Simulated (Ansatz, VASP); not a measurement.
## Cu: VASP beside Ansatz

```
CELL_PARAMETERS angstrom
0.00000 1.84295 1.84295
1.84295 0.00000 1.84295
1.84295 1.84295 0.00000
ATOMIC_POSITIONS crystal
Cu 0.00000 0.00000 0.00000
```

Change from the starting cell: volume scaled by 1.06.

Alike in both runs: task single point; functional PBEsol; k mesh 19 × 19 × 19; occupations fermi-dirac, width 0.08 eV; no spin polarisation.

|  | VASP | Ansatz |
| --- | --- | --- |
| version | VASP 6.6.1 | Ansatz 0.2.0 |
| potentials or method | VASP PAW PBE potentials, release 64 (Cu), cutoff 520 eV | all-electron LAPW, scalar-relativistic |

|  | VASP | Ansatz | Ansatz less VASP |
| --- | --- | --- | --- |
| pressure (GPa) | -12.6 | -13.2 | -0.67 |

VASP's potentials were made for PBE, not for PBEsol. Ansatz ran all-electron here, and VASP with PAW potentials.
